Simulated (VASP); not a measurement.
Input of a VASP 6.6.1 run:

File INCAR:

```
SYSTEM = WC
ALGO = Normal
EDIFF = 1E-8
ENCUT = 520
GGA = CA
IBRION = 8
ISIF = 2
ISMEAR = -1
LASPH = .True.
LCHARG = .True.
LREAL = .False.
LWAVE = .False.
NELM = 100
NSW = 1
PREC = Accurate
SIGMA = 0.15
```

KPOINTS

```
k-points
0
Gamma
  18 18 14
  0 0 0
```

File POSCAR:

```
WC
1.0
    2.8107516531      0.0000000000      0.0000000000
   -1.4053758266      2.4341823353      0.0000000000
    0.0000000000      0.0000000000      2.7563852964
W C
1 1
Direct
    0.0000000000      0.0000000000      0.0000000000
    0.6666666667      0.3333333333      0.5000000000
```

Potentials or basis: VASP PAW LDA potentials, release 64 (W_sv, C).

The run is started by

```sh
$ cat potpaw_LDA.64/W_sv/POTCAR potpaw_LDA.64/C/POTCAR > POTCAR
$ mpirun -np 1 vasp_std > vasp.out
```

(1) What does it give for the highest phonon frequency at Γ?

Answers

(1) 707 cm⁻¹.

Caveat: the cell stands under pressure or tension, which shifts response properties.
